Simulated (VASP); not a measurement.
A run of VASP 6.6.1 is set up as follows.

File POSCAR:

```
Al
1.0
    0.0000000000      2.1049392000      2.1049392000
    2.1049392000      0.0000000000      2.1049392000
    2.1049392000      2.1049392000      0.0000000000
Al
1
Direct
    0.0000000000      0.0000000000      0.0000000000
```

Contents of INCAR.step1:

```
PREC = Accurate ; ENCUT = 520
ISMEAR = 0 ; SIGMA = 0.15
LREAL = F ; LASPH = T
NELM = 60 ; NBANDS = 8
GGA = PE ; ALGO = Normal
EDIFF = 1E-4 ; LWAVE = T
LCHARG = F
```

File INCAR.step2:

```
PREC = Accurate ; ENCUT = 520
EDIFF = 1E-6 ; ISMEAR = 0
SIGMA = 0.15 ; LREAL = F
LASPH = T ; NELM = 60
ALGO = Normal ; ISIF = 2
LWAVE = F ; LCHARG = F
METAGGA = R2SCAN ; LMIXTAU = T
NBANDS = 8 ; ISTART = 1
```

The input KPOINTS:

```
regular mesh
0
Gamma
  20 20 20
```

Potentials or basis: VASP PAW PBE potentials, release 64 (Al).

Command:

```bash
$ cat potpaw_PBE.64/Al/POTCAR > POTCAR
$ cp INCAR.step1 INCAR
$ mpirun -np 1 vasp_std > vasp.out
$ cp INCAR.step2 INCAR
$ mpirun -np 1 vasp_std > vasp.out
```

**Question.** Estimate the pressure.

**Answer.** -10.3 GPa.

Caveat: the cell differs from its parent crystal (strain +0.040 along x and y, +0.040 along z); the PAW data sets were made with another functional, which shifts forces and pressure a little.
